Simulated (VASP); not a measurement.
Sc3Al:

```
Sc Al
1.0
     4.43199    0.00000    0.00000
     0.00000    4.43199    0.00000
     0.00000    0.00000    4.43199
Sc Al
3 1
Direct
  0.50000 0.00000 0.50000
  0.00000 0.50000 0.50000
  0.50000 0.50000 0.00000
  0.00000 0.00000 0.00000
```

Base run:

```yaml
Program: VASP 6.6.1
Functional: r2SCAN
Potentials_or_basis: VASP PAW PBE potentials, release 64 (Sc_sv, Al)
Cutoff: 520 eV
k_mesh: 8 × 8 × 8
Occupations: gaussian, width 0.05 eV
Spin: no spin polarisation
```

Its results: band gap on the k mesh zero (band 18 reaches 5.03 eV, above the bottom of band 19 at 3.39 eV); pressure -0.1 GPa.

**Question.** The run is repeated on the same cell with these changes: functional from r2SCAN to PBEsol. What comes out?

**Answer.** Band gap on the k mesh zero (band 18 reaches 4.80 eV, above the bottom of band 19 at 3.48 eV); pressure -2.4 GPa.

Caveats: the PAW data sets were made with another functional, which shifts forces and pressure a little.
